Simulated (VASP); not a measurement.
A run of VASP 6.6.1 is set up as follows.

INCAR

```
ALGO     = Normal         # electronic algorithm
DIPOL    = 0.5 0.5 0.404
EDIFF    = 1E-7           # SCF threshold, eV
ENCUT    = 520            # plane-wave cutoff, eV
GGA      = PE             # functional
IDIPOL   = 3            
ISIF     = 2              # what is computed and relaxed
ISMEAR   = 0              # smearing method
IVDW     = 12             # dispersion correction
LASPH    = True           # aspherical terms in the spheres
LCHARG   = True           # write CHGCAR
LDIPOL   = True         
LELF     = True           # ELF
LREAL    = False          # projectors in reciprocal space
LVACPOTAV= True         
LVHAR    = True         
LWAVE    = False          # write WAVECAR
NBANDS   = 25             # bands
NELM     = 100            # most SCF steps
PREC     = Accurate       # precision mode
SIGMA    = 0.05           # smearing width, eV
```

The input KPOINTS:

```
k-points
0
Gamma
  9 9 1
```

Contents of POSCAR:

```
MgI2
1.0
    4.1311066128      0.0000000000      0.0000000000
   -2.0655533064      3.5776432724      0.0000000000
    0.0000000000      0.0000000000     24.2265084657
I Mg
4 2
Direct
    0.3333333333      0.6666666667      0.1857469477
    0.6666666667      0.3333333333      0.3245723272
    0.6666666667      0.5555555556      0.4826636182
    1.0000000000      0.2222222222      0.6214889978
    0.0000000000      0.0000000000      0.2551596374
    0.3333333333     -0.1111111111      0.5520763080
```

Potentials or basis: VASP PAW PBE potentials, release 64 (I, Mg).

Run with:

```console
$ cat potpaw_PBE.64/I/POTCAR potpaw_PBE.64/Mg/POTCAR > POTCAR
$ mpirun -np 1 vasp_std > vasp.out
```

Task: What does it give for the largest force?

Result: 0.094 eV/Å.

Task: What does it give for the dispersion energy per atom?

Result: -0.266 eV.

Forces in eV/Å, atoms in the order of the input:
```
I    0.001 -0.002  0.015
I    0.027 -0.042 -0.080
I   -0.027  0.042  0.080
I   -0.001  0.002 -0.015
Mg  -0.002  0.002 -0.001
Mg   0.002 -0.002  0.001
```
